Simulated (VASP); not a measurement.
## Sb: single point with PBEsol

Sb:

```xyz
1
Lattice="0.0461 2.3281 2.3281 2.3281 0.0461 2.3281 2.3281 2.3281 0.0461" Properties=species:S:1:pos:R:3 pbc="T T T"
Sb    0.0000    0.0000    0.0000
```

This cell differs from its parent crystal: equal xy, yz and zx shear strains of +2 %.

```
Program             : VASP 6.6.1
Task                : single point
Functional          : PBEsol
Potentials or basis : VASP PAW PBE potentials, release 64 (Sb)
Cutoff              : 520 eV
k mesh              : 12 × 12 × 12
Occupations         : fermi-dirac, width 0.05 eV
Spin                : no spin polarisation
```

The pressure is 5.5 GPa.

Stress tensor (GPa, compression positive):
```
 5.52 -0.16 -0.16
-0.16  5.52 -0.16
-0.16 -0.16  5.52
```

Levels at points of the mesh, in eV from the Fermi level:
```
           k point  band 1  band 2  band 3  band 4  band 5  band 6  band 7
(0.00, 0.00, 0.00)  -13.79    5.49    6.22    6.22    9.75   10.23   10.49
(0.50, 0.00, 0.00)   -9.37   -6.51    3.82    4.02    8.58    9.06    9.48
(0.50, 0.50, 0.00)   -7.56   -5.52    0.09    0.59    4.07    4.64   18.13
(0.50, 0.50, 0.50)   -9.79   -6.57    4.41    4.41    9.18    9.57    9.57
```

Wall time 12 s on 1 thread of Intel Xeon 6975P-C, with other jobs on the host, peak memory 0.16 GiB.

Caveat: the cell differs from its parent crystal (equal xy, yz and zx shear strains of +2 %); the PAW data sets were made with another functional, which shifts forces and pressure a little; spin-orbit coupling is left out, which moves the levels of the heavy elements.
